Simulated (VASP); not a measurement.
Set up this calculation in VASP 6.6.1, as the native input.

| Quantity | Value |
| --- | --- |
| Task | relaxation of cell and atoms |
| Functional | PBE |
| Potentials or basis | VASP PAW PBE potentials, release 64 (V_sv) |
| Cutoff | 600 eV |
| k mesh | 10 × 10 × 13 |
| Occupations | fermi-dirac, width 0.1 eV |
| Spin | no spin polarisation |
| Target pressure | 130 GPa |
| Dipole correction | no |
| Further INCAR settings | ALGO = Normal; EDIFF = 1e-06; IBRION = 2; EDIFFG = -0.005; NSW = 32; ISIF = 3 |

The structure of V lies in POSCAR:

```
V
1.0
    3.9236134086      0.0000000000      0.0000000000
   -1.9618067043      3.3979488865      0.0000000000
    0.0000000000      0.0000000000      2.1219378292
V
3
Direct
    0.0000000000      0.0000000000      0.0000000000
    0.3333333333      0.6666666667      0.5000000000
    0.6666666667      0.3333333333      0.5000000000
```

The input as run:

INCAR

```
ALGO = Normal ; EDIFF = 1E-6
EDIFFG = -0.005 ; ENCUT = 600
GGA = PE ; IBRION = 2
ISIF = 3 ; ISMEAR = -1
LASPH = True ; LCHARG = False
LREAL = False ; LWAVE = False
NELM = 60 ; NSW = 32
PREC = Accurate ; PSTRESS = 1300.0
SIGMA = 0.1
```

KPOINTS

```
k-points
0
Gamma
  10 10 13
```

Potentials or basis: VASP PAW PBE potentials, release 64 (V_sv).

The run is started by

```console
$ cat potpaw_PBE.64/V_sv/POTCAR > POTCAR
$ mpirun -np 1 vasp_std > vasp.out
```

Results of the run:

The relaxed volume is 9.47 Å³/atom, the relaxed cell is a = 3.922 Å, b = 3.922 Å, c = 2.132 Å, α = 90.00°, β = 90.00°, γ = 120.00° and the space group after relaxing (to 0.05 Å) is P6/mmm (No. 191). The energy change on relaxing (the enthalpy is what falls) is -31.5 meV/atom. The ionic steps are 6 and the pressure after relaxing is 130.0 GPa.

Caveat: the cell is relaxed towards a set pressure, so the enthalpy falls and the energy may rise.

It took 90 s on 1 thread of Intel(R) Xeon(R) 6975P-C (Granite Rapids), on a shared host, peak memory 0.19 GiB.
